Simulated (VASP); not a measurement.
Runs of VASP 6.6.1 on GaAs. The structure is that of space group P6_3/mmc (No. 194), or close to it. The cells are those of the table. 

```csv
task,cell,k mesh,cutoff (eV),gap on the mesh (eV),pressure (GPa),relaxed volume (Å³/atom)
single point,"a = 3.337, b = 3.337, c = 7.207 Å, angles 90.0, 90.0, 120.0°, 4 atoms",6 × 6 × 4,520,none,(a),-
single point,"a = 3.744, b = 3.744, c = 6.519 Å, angles 90.0, 90.0, 120.0°, 4 atoms",6 × 6 × 4,520,none,0.2,-
relaxation of cell and atoms,"relaxed from a = 3.337, b = 3.337, c = 7.207 Å, angles 90.0, 90.0, 120.0°, 4 atoms",6 × 6 × 4,600,none,0.2,19.81
single point,"a = 3.766, b = 3.766, c = 6.453 Å, angles 90.0, 90.0, 120.0°, 4 atoms",12 × 12 × 8,520,none,0.2,-
relaxation of cell and atoms,"relaxed from a = 3.744, b = 3.744, c = 6.519 Å, angles 90.0, 90.0, 120.0°, 4 atoms",12 × 12 × 8,600,none,0.0,19.86
```

Alike in all rows: level PBE; potentials or basis VASP PAW PBE potentials, release 64 (Ga_d, As); no spin polarisation; smearing gaussian 0.1 eV.

Question: Estimate the missing entries.

Answer: (a) 11.4.

Caveats: some runs use coarse meshes.

A k mesh can miss the band edges, and the runs leave out spin-orbit coupling on As, Ga.

A gap of «none» marks levels without a gap at the run's occupations.
